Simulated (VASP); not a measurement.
# LiF (R-3m) in VASP: further runs

The runs below take LiF through electric field gradients, with PBE.

Program: VASP 6.6.1. These are calculated values, not measurements. Logs are shortened: lines on timing, memory, paths and dates and some standing lists are left out, and cuts for length are marked.

## Step 1: The cell of the first run

The structure is trigonal, space group R-3m (No. 166). Conventional cell: a = 2.891 Å, b = 2.891 Å, c = 6.767 Å, α = 90.00°, β = 90.00°, γ = 120.00°. Within 2.7 Å of Li (site symmetry -3m) lie 6 F at 2.01 Å. F (site symmetry -3m) has 6 Li at 2.01 Å within 2.7 Å.

## Step 2: Electric field gradients, PBE (equal xy, yz and zx shear strains of -3 %)

Contents of INCAR:

```
SYSTEM = LiF
PREC = Accurate
ENCUT = 520
EDIFF = 1E-8
ISMEAR = -1
SIGMA = 0.03
LREAL = .FALSE.
LASPH = .TRUE.
NELM = 80
ALGO = Normal
ISIF = 2
LWAVE = .FALSE.
LCHARG = .FALSE.
GGA = PE
LEFG = .TRUE.
NBANDS = 12
```

Contents of KPOINTS:

```
regular mesh
0
G
  10 10 10
  0 0 0
```

Contents of POSCAR:

```
LiF
1.0
   -0.0604200000      1.9837900000      1.9837900000
    1.9837900000     -0.0604200000      1.9837900000
    1.9837900000      1.9837900000     -0.0604200000
Li F
1 1
Direct
    0.0000000000      0.0000000000      0.0000000000
    0.5000000000      0.5000000000      0.5000000000
```

Potentials or basis: VASP PAW PBE potentials, release 64 (Li_sv, F).

On the command line:

```bash
$ cat potpaw_PBE.64/Li_sv/POTCAR potpaw_PBE.64/F/POTCAR > POTCAR
$ mpirun -np 1 vasp_std > vasp.out
```

OUTCAR:

```text
SYSTEM = LiF
   PREC = Accurate
   ENCUT = 520
   EDIFF = 1E-8
   ISMEAR = -1
   LREAL = .FALSE.
   LASPH = .TRUE.
   NELM = 80
   ISIF = 2
   GGA = PE

 ion  position               nearest neighbor table
   1  0.000  0.000  0.000-   2 2.01   2 2.01   2 2.01   2 2.01   2 2.01   2 2.01
   2  0.500  0.500  0.500-   1 2.01   1 2.01   1 2.01   1 2.01   1 2.01   1 2.01

  LATTYP: Found a trigonal (rhomboedric) cell.
 ALAT       =     2.8061532575
 COS(alpha) =     0.4693254694

  Lattice vectors:

 A1 = (  -0.0604200000,   1.9837900000,   1.9837900000)
 A2 = (   1.9837900000,  -0.0604200000,   1.9837900000)
 A3 = (   1.9837900000,   1.9837900000,  -0.0604200000)

Analysis of symmetry for initial positions (statically):
=====================================================================
 Subroutine PRICEL returns:
 Original cell was already a primitive cell.

 Routine SETGRP: Setting up the symmetry group for a
 trigonal (rhombohedral) supercell.

 Subroutine GETGRP returns: Found 12 space group operations
 (whereof 12 operations were pure point group operations)
 out of a pool of 12 trial point group operations.

The static configuration has the point symmetry D_3d.

Analysis of symmetry for dynamics (positions and initial velocities):
=====================================================================
 Subroutine PRICEL returns:
 Original cell was already a primitive cell.

 Routine SETGRP: Setting up the symmetry group for a
 trigonal (rhombohedral) supercell.

 Subroutine GETGRP returns: Found 12 space group operations
 (whereof 12 operations were pure point group operations)
 out of a pool of 12 trial point group operations.

The dynamic configuration has the point symmetry D_3d.

 Subroutine INISYM returns: Found 12 space group operations
 (whereof 12 operations are pure point group operations),
 and found     1 'primitive' translations

----------------------------------------------------------------------------------------

                                     Primitive cell

  volume of cell :      16.3272

  direct lattice vectors                    reciprocal lattice vectors
    -0.060420000  1.983790000  1.983790000    -0.240810896  0.248375636  0.248375636
     1.983790000 -0.060420000  1.983790000     0.248375636 -0.240810896  0.248375636
     1.983790000  1.983790000 -0.060420000     0.248375636  0.248375636 -0.240810896

  length of vectors
     2.806153258  2.806153258  2.806153258     0.425876509  0.425876509  0.425876509

  position of ions in fractional coordinates (direct lattice)
     0.000000000  0.000000000  0.000000000
     0.500000000  0.500000000  0.500000000

  ion indices of the primitive-cell ions
   primitive index   ion index
                 1           1
                 2           2

----------------------------------------------------------------------------------------

 KPOINTS: regular mesh

Automatic generation of k-mesh.
 Grid dimensions read from file:
 generate k-points for:   10   10   10

 Generating k-lattice:

  Cartesian coordinates                     Fractional coordinates (reciprocal lattice)
    -0.024081090  0.024837564  0.024837564     0.100000000  0.000000000  0.000000000
     0.024837564 -0.024081090  0.024837564     0.000000000  0.100000000  0.000000000
     0.024837564  0.024837564 -0.024081090     0.000000000  0.000000000  0.100000000

  Length of vectors
     0.042587651  0.042587651  0.042587651

  Shift w.r.t. Gamma in fractional coordinates (k-lattice)
     0.000000000  0.000000000  0.000000000

 Subroutine IBZKPT returns following result:
 ===========================================

 Found    116 irreducible k-points:

 Following reciprocal coordinates:
            Coordinates               Weight
  0.000000  0.000000  0.000000      1.000000
  0.100000  0.000000  0.000000      6.000000
  0.200000  0.000000  0.000000      6.000000
  0.300000  0.000000 -0.000000      6.000000
  0.400000  0.000000  0.000000      6.000000
  0.500000 -0.000000  0.000000      3.000000
[... 16 lines left out ...]
  0.300000  0.300000 -0.000000      6.000000
  0.400000  0.300000 -0.000000     12.000000
 [... further k-points ...]
   k-points           NKPTS =    116   k-points in BZ     NKDIM =    116   number of bands    NBANDS=     12
   number of dos      NEDOS =    301   number of ions     NIONS =      2
   total plane-waves  NPLWV =  13824
   dimension x,y,z NGX =    24 NGY =   24 NGZ =   24
   dimension x,y,z NGXF=    48 NGYF=   48 NGZF=   48
   ions per type =               1   1
   NGX,Y,Z   is equivalent  to a cutoff of  14.22, 14.22, 14.22 a.u.
   NGXF,Y,Z  is equivalent  to a cutoff of  28.44, 28.44, 28.44 a.u.
 SYSTEM =  LiF
   PREC   = accura    normal or accurate (medium, high low for compatibility)
   ISTART =      0    job   : 0-new  1-cont  2-samecut
   ICHARG =      2    charge: 1-file 2-atom 10-const
   ISPIN  =      1    spin polarized calculation?
   LNONCOLLINEAR =      F non collinear calculations
   LSORBIT =      F    spin-orbit coupling
   LASPH  =      T    aspherical Exc in radial PAW
   ENCUT  =  520.0 eV  38.22 Ry    6.18 a.u.   5.22  5.22  5.22*2*pi/ulx,y,z
   NELM   =     80;   NELMIN=  2; NELMDL= -5     # of ELM steps
   EDIFF  = 0.1E-07   stopping-criterion for ELM
   LREAL  =      F    real-space projection
   EDIFFG = 0.1E-06   stopping-criterion for IOM
   NSW    =      0    number of steps for IOM
   IBRION =     -1    ionic relax: 0-MD 1-quasi-New 2-CG
   NFREE  =      0    steps in history (QN), initial steepest desc. (CG)
   ISIF   =      2    stress and relaxation
   ISYM   =      2    0-nonsym 1-usesym 2-fastsym
   POTIM  = 0.5000    time-step for ionic-motion
   TEBEG  =    0.0;   TEEND  =   0.0 temperature during run
   PSTRESS=    0.0 pullay stress
   NELECT =      10.0000    total number of electrons
   NUPDOWN=      -1.0000    fix difference up-down
   EMIN   =  10.00;   EMAX   =-10.00  energy-range for DOS
   EFERMI =   0.00;   METHOD = LEGACY
   ISMEAR =    -1;   SIGMA  =   0.03  broadening in eV -4-tet -1-fermi 0-gaus
   EFERMI_NEDOS =   21; number of points for ismear=-14 and -15
   IALGO  =     38    algorithm
   IMIX   =      4    mixing-type and parameters
     AMIX     =   0.40;   BMIX     =  1.00
     AMIX_MAG =   1.60;   BMIX_MAG =  1.00
  volume/ion in A,a.u.               =       8.16        55.09
  Fermi-wavevector in a.u.,A,eV,Ry     =   1.390286  2.627259 26.298628  1.932895
  Thomas-Fermi vector in A             =   2.514235
   LORBIT       =      0    0 simple, 1 ext, 2 COOP (PROOUT), +10 PAW based schemes
   GGA     = PE    functional components
   LHFCALC =     F    Hartree Fock is set to
   AEXX    =    0.0000 exact exchange contribution
   IVDW    =     0    specifies the selected vdW correction
   LEPSILON=     F    determine dielectric tensor
   LRPA    =     F    only Hartree local field effects (RPA)
 non-spin polarized calculation
  energy-cutoff  :      520.00
  volume of cell :       16.33
 maximum number of plane-waves:       461
 NGX is ok and might be reduce to    24
   NGX = 11   NGY = 11   NGZ = 11

 number of electron      10.0000000 magnetization

 number of electron       9.9999998 magnetization

 Free energy of the ion-electron system (eV)
  ---------------------------------------------------
  ext. energy  EPLUGINS =         0.00000000
  ---------------------------------------------------
  free energy    TOTEN  =        -9.62910218 eV

  energy without entropy =       -9.62910218  energy(sigma->0) =       -9.62910218

 E-fermi :  -0.1569     XC(G=0):  -9.9862

 val. band max:       -0.8545998937   @ k =   0.0000   0.0000   0.0000
 cond. band min:       8.0770188278   @ k =   0.0000   0.0000   0.0000
 fundamental gap:      8.9316187215
 Fermi energy:        -0.1568629222

 k-point     1 :       0.0000    0.0000    0.0000
  band No.  band energies     occupation
      1     -41.9405      2.00000
      2     -20.9859      2.00000
      3      -1.0829      2.00000
      4      -1.0829      2.00000
      5      -0.8546      2.00000
      6       8.0770      0.00000
      7      22.7942      0.00000
      8      22.7942      0.00000
      9      22.8229      0.00000
     10      22.8229      0.00000
     11      23.1810      0.00000
     12      24.3961      0.00000
[... 331 lines left out ...]
 k-point    24 :       0.4000    0.3000   -0.0000
  band No.  band energies     occupation
      1     -41.8804      2.00000
      2     -20.4571      2.00000
      3      -3.3339      2.00000
      4      -1.9838      2.00000
      5      -1.6445      2.00000
      6      12.0604      0.00000
      7      15.7669      0.00000
      8      17.5021      0.00000
      9      19.4607      0.00000
     10      19.9796      0.00000
     11      32.7731      0.00000
     12      34.0005      0.00000

 [... further k-points ...]
[... 5 lines left out ...]
  --------------------------------------------------------------------------------------
  -------------------------------------------------------------------------------------
  Total        0.1782729      0.1782729      0.1782729      0.1794369      0.1794369      0.1794369
  in kB       17.4937836     17.4937836     17.4937836     17.6080043     17.6080043     17.6080043
  external PRESSURE =      17.4937836 kB  Pullay stress =       0.0000000 kB

 VOLUME and BASIS-vectors are now :
 -----------------------------------------------------------------------------
  energy-cutoff  :      520.00
  volume of cell :       16.33
      direct lattice vectors                 reciprocal lattice vectors
    -0.060420000  1.983790000  1.983790000    -0.240810896  0.248375636  0.248375636
     1.983790000 -0.060420000  1.983790000     0.248375636 -0.240810896  0.248375636
     1.983790000  1.983790000 -0.060420000     0.248375636  0.248375636 -0.240810896

 POSITION                                       TOTAL-FORCE (eV/Angst)
 -----------------------------------------------------------------------------------
      0.00000      0.00000      0.00000         0.000000     -0.000000      0.000000
      1.95358      1.95358      1.95358        -0.000000      0.000000     -0.000000
 -----------------------------------------------------------------------------------
    total drift:                               -0.000000     -0.000000      0.000000

  FREE ENERGIE OF THE ION-ELECTRON SYSTEM (eV)
  ---------------------------------------------------
  free  energy   TOTEN  =        -9.6291021847 eV

  energy  without entropy=       -9.6291021847  energy(sigma->0) =       -9.62910218

 Electric field gradients (V/A^2)
---------------------------------------------------------------------
 ion       V_xx      V_yy      V_zz      V_xy      V_xz      V_yz
---------------------------------------------------------------------
   1      -0.000    -0.000     0.000     0.143     0.143     0.143
   2      -0.000    -0.000     0.000    -3.729    -3.729    -3.729
---------------------------------------------------------------------

 Electric field gradients after diagonalization (V/A^2)
 (convention: |V_zz| > |V_xx| > |V_yy|)
----------------------------------------------------------------------
 ion       V_xx      V_yy      V_zz     asymmetry (V_yy - V_xx)/ V_zz
----------------------------------------------------------------------
   1      -0.143    -0.143     0.287       0.000
   2       3.729     3.729    -7.458       0.000
----------------------------------------------------------------------

           NMR quadrupolar parameters

 Cq : quadrupolar parameter    Cq=e*Q*V_zz/h
 eta: asymmetry parameters     (V_yy - V_xx)/ V_zz
 Q  : nuclear electric quadrupole moment in mb (millibarn)
----------------------------------------------------------------------
 ion       Cq(MHz)       eta       Q (mb)
----------------------------------------------------------------------
   1       0.001       0.000       1.000
   2      -0.018       0.000       1.000
----------------------------------------------------------------------
```

Wall time 7.5 s (1 thread of Intel Xeon 6975P-C (Granite Rapids), shared host); peak memory 0.14 GiB.

Results:

- Free energy: -9.6291 eV
- Band gap on the k mesh: 8.93 eV, direct

Electric field gradients, principal values (V/Å²):
| atom | least | middle | greatest (by size) |
| --- | --- | --- | --- |
| 1 Li | -0.143 | -0.143 | 0.287 |
| 2 F | 3.729 | 3.729 | -7.458 |

Caveat: the cell differs from its parent crystal (equal xy, yz and zx shear strains of -3 %); the cutoff is under 1.25 times the usual one of these potentials, so pressure, stress and relaxed cells hold a basis-set (Pulay) error; without QUAD_EFG the Cq values of the log hold for a quadrupole moment of 1 mb, not for the nuclei. A k mesh can miss the band edges.

## Step 3: Electric field gradients, PBE (equal xy, yz and zx shear strains of -3 %)

Contents of INCAR:

```
PREC = Accurate ; ENCUT = 520
EDIFF = 1E-8 ; ISMEAR = -1
SIGMA = 0.03 ; LREAL = False
LASPH = True ; NELM = 100
ALGO = Normal ; ISIF = 2
LWAVE = False ; LCHARG = False
GGA = PE ; LEFG = True
NBANDS = 12
```

Contents of KPOINTS:

```
regular mesh
0
Gamma
  10 10 10
```

POSCAR is that of step 2.

Potentials or basis: VASP PAW PBE potentials, release 64 (Li_sv, F).

On the command line:

```bash
$ cat potpaw_PBE.64/Li_sv/POTCAR potpaw_PBE.64/F/POTCAR > POTCAR
$ mpirun -np 1 vasp_std > vasp.out
```

OUTCAR:

```text
PREC = Accurate
   ENCUT = 520
   EDIFF = 1E-8
   ISMEAR = -1
   LREAL = False
   LASPH = True
   NELM = 100
   ISIF = 2
   GGA = PE

 ion  position               nearest neighbor table
   1  0.000  0.000  0.000-   2 2.01   2 2.01   2 2.01   2 2.01   2 2.01   2 2.01
   2  0.500  0.500  0.500-   1 2.01   1 2.01   1 2.01   1 2.01   1 2.01   1 2.01

  LATTYP: Found a trigonal (rhomboedric) cell.
 ALAT       =     2.8061532575
 COS(alpha) =     0.4693254694

  Lattice vectors:

 A1 = (  -0.0604200000,   1.9837900000,   1.9837900000)
 A2 = (   1.9837900000,  -0.0604200000,   1.9837900000)
 A3 = (   1.9837900000,   1.9837900000,  -0.0604200000)

Analysis of symmetry for initial positions (statically):
=====================================================================
 Subroutine PRICEL returns:
 Original cell was already a primitive cell.

 Routine SETGRP: Setting up the symmetry group for a
 trigonal (rhombohedral) supercell.

 Subroutine GETGRP returns: Found 12 space group operations
 (whereof 12 operations were pure point group operations)
 out of a pool of 12 trial point group operations.

The static configuration has the point symmetry D_3d.

Analysis of symmetry for dynamics (positions and initial velocities):
=====================================================================
 Subroutine PRICEL returns:
 Original cell was already a primitive cell.

 Routine SETGRP: Setting up the symmetry group for a
 trigonal (rhombohedral) supercell.

 Subroutine GETGRP returns: Found 12 space group operations
 (whereof 12 operations were pure point group operations)
[... 508 lines left out ...]
      3      -3.3339      2.00000
      4      -1.9838      2.00000
      5      -1.6445      2.00000
      6      12.0604      0.00000
      7      15.7669      0.00000
      8      17.5021      0.00000
      9      19.4607      0.00000
     10      19.9796      0.00000
     11      32.7731      0.00000
     12      34.0005      0.00000

 [... further k-points ...]

------------------------ aborting loop because EDIFF is reached ----------------------------------------

  FORCE on cell =-STRESS in cart. coord.  units (eV):
  Direction    XX          YY          ZZ          XY          YZ          ZX
  --------------------------------------------------------------------------------------
  -------------------------------------------------------------------------------------
  Total        0.1782729      0.1782729      0.1782729      0.1794369      0.1794369      0.1794369
  in kB       17.4937836     17.4937836     17.4937836     17.6080043     17.6080043     17.6080043
  external PRESSURE =      17.4937836 kB  Pullay stress =       0.0000000 kB

 VOLUME and BASIS-vectors are now :
 -----------------------------------------------------------------------------
  energy-cutoff  :      520.00
  volume of cell :       16.33
      direct lattice vectors                 reciprocal lattice vectors
    -0.060420000  1.983790000  1.983790000    -0.240810896  0.248375636  0.248375636
     1.983790000 -0.060420000  1.983790000     0.248375636 -0.240810896  0.248375636
     1.983790000  1.983790000 -0.060420000     0.248375636  0.248375636 -0.240810896

 POSITION                                       TOTAL-FORCE (eV/Angst)
 -----------------------------------------------------------------------------------
      0.00000      0.00000      0.00000         0.000000     -0.000000      0.000000
      1.95358      1.95358      1.95358        -0.000000      0.000000     -0.000000
 -----------------------------------------------------------------------------------
    total drift:                               -0.000000     -0.000000      0.000000

  FREE ENERGIE OF THE ION-ELECTRON SYSTEM (eV)
  ---------------------------------------------------
  free  energy   TOTEN  =        -9.6291021847 eV

  energy  without entropy=       -9.6291021847  energy(sigma->0) =       -9.62910218

 Electric field gradients (V/A^2)
---------------------------------------------------------------------
 ion       V_xx      V_yy      V_zz      V_xy      V_xz      V_yz
---------------------------------------------------------------------
   1      -0.000    -0.000     0.000     0.143     0.143     0.143
   2      -0.000    -0.000     0.000    -3.729    -3.729    -3.729
---------------------------------------------------------------------

 Electric field gradients after diagonalization (V/A^2)
 (convention: |V_zz| > |V_xx| > |V_yy|)
----------------------------------------------------------------------
 ion       V_xx      V_yy      V_zz     asymmetry (V_yy - V_xx)/ V_zz
----------------------------------------------------------------------
   1      -0.143    -0.143     0.287       0.000
   2       3.729     3.729    -7.458       0.000
----------------------------------------------------------------------

           NMR quadrupolar parameters

 Cq : quadrupolar parameter    Cq=e*Q*V_zz/h
 eta: asymmetry parameters     (V_yy - V_xx)/ V_zz
 Q  : nuclear electric quadrupole moment in mb (millibarn)
----------------------------------------------------------------------
 ion       Cq(MHz)       eta       Q (mb)
----------------------------------------------------------------------
   1       0.001       0.000       1.000
   2      -0.018       0.000       1.000
----------------------------------------------------------------------
```

OSZICAR:

```text
N       E                     dE             d eps       ncg     rms          rms(c)
DAV:   1     0.317609608813E+02    0.31761E+02   -0.53550E+03  2944   0.841E+02
DAV:   2    -0.905915195645E+01   -0.40820E+02   -0.40015E+02  3332   0.190E+02
DAV:   3    -0.101307201642E+02   -0.10716E+01   -0.10691E+01  3700   0.268E+01
DAV:   4    -0.101403325000E+02   -0.96123E-02   -0.96116E-02  3176   0.272E+00
DAV:   5    -0.101404176691E+02   -0.85169E-04   -0.85169E-04  3608   0.197E-01    0.454E+00
DAV:   6    -0.961825884503E+01    0.52216E+00   -0.24932E+00  3164   0.980E+00    0.139E+00
DAV:   7    -0.962236380011E+01   -0.41050E-02   -0.18756E-02  3736   0.120E+00    0.861E-01
DAV:   8    -0.962899557292E+01   -0.66318E-02   -0.15086E-02  3444   0.128E+00    0.112E-01
DAV:   9    -0.962900976613E+01   -0.14193E-04   -0.95021E-04  3232   0.278E-01    0.434E-02
DAV:  10    -0.962910323315E+01   -0.93467E-04   -0.13542E-04  3232   0.911E-02    0.161E-02
DAV:  11    -0.962910208513E+01    0.11480E-05   -0.68720E-06  3560   0.243E-02    0.215E-03
DAV:  12    -0.962910218494E+01   -0.99807E-07   -0.48604E-07  3344   0.598E-03    0.905E-04
DAV:  13    -0.962910218469E+01    0.24966E-09   -0.56195E-08  3280   0.213E-03
   1 F= -.96291022E+01 E0= -.96291022E+01  d E =-.453553E-12
```

Run time: 7.8 s. Hardware: 1 thread of Intel Xeon 6975P-C (Granite Rapids), shared host; peak memory 0.14 GiB.

What came out:

| Item | Value |
| --- | --- |
| Free energy | -9.6291 eV |
| Band gap on the k mesh | 8.93 eV, direct |

Electric field gradients, principal values (V/Å²):
```
atom   least  middle  greatest (by size)
1 Li  -0.143  -0.143               0.287
 2 F   3.729   3.729              -7.458
```

Caveat: the cell differs from its parent crystal (equal xy, yz and zx shear strains of -3 %); the cutoff is under 1.25 times the usual one of these potentials, so pressure, stress and relaxed cells hold a basis-set (Pulay) error; without QUAD_EFG the Cq values of the log hold for a quadrupole moment of 1 mb, not for the nuclei. A k mesh can miss the band edges.

(Part 1 of 2 ends here.)
